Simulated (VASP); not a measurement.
Runs of VASP 6.6.1 on W. The structure is that of space group Fm-3m (No. 225), or close to it. The cells are those of the table. 

```tsv
task	cell	cutoff (eV)	gap on the mesh (eV)	pressure (GPa)
single point	a = 2.865 Å, angles 60.0°, 1 atom	520	none	0.4
relaxation of cell and atoms	relaxed to 10 GPa from a = 2.871 Å, angles 60.0°, 1 atom	600	none	10.0
single point	a = 2.833 Å, angles 60.0°, 1 atom	520	none	(b)
relaxation of cell and atoms	relaxed from a = 2.871 Å, angles 60.0°, 1 atom	600	none	0.0
single point	a = 2.872 Å, angles 60.0°, 1 atom	520	none	-1.6
relaxation of cell and atoms	relaxed to 2 GPa from a = 2.871 Å, angles 60.0°, 1 atom	600	none	2.0
relaxation of cell and atoms	relaxed to -2 GPa from a = 2.871 Å, angles 60.0°, 1 atom	600	none	-2.0
single point	a = 2.858 Å, angles 60.0°, 1 atom	520	none	(a)
single point	a = 2.848 Å, angles 60.0°, 1 atom	520	none	5.5
relaxation of cell and atoms	relaxed to 5 GPa from a = 2.871 Å, angles 60.0°, 1 atom	600	none	5.0
```

Alike in all rows: level RPBE; potentials or basis VASP PAW PBE potentials, release 64 (W_sv); no spin polarisation; k mesh 5 × 5 × 5; smearing fermi-dirac 0.1 eV.

**Question.** Estimate the missing entries.

**Answer.** (a) 2.5; (b) 10.6.

Caveats: all runs use coarse meshes; the PAW data sets were made with another functional, which shifts forces and pressure a little; spin-orbit coupling is left out, which moves the levels of the heavy elements; the cell is relaxed towards a set pressure, so the enthalpy falls and the energy may rise (some runs).

A k mesh can miss the band edges, and the runs leave out spin-orbit coupling on W.

A gap of «none» marks levels without a gap at the run's occupations.
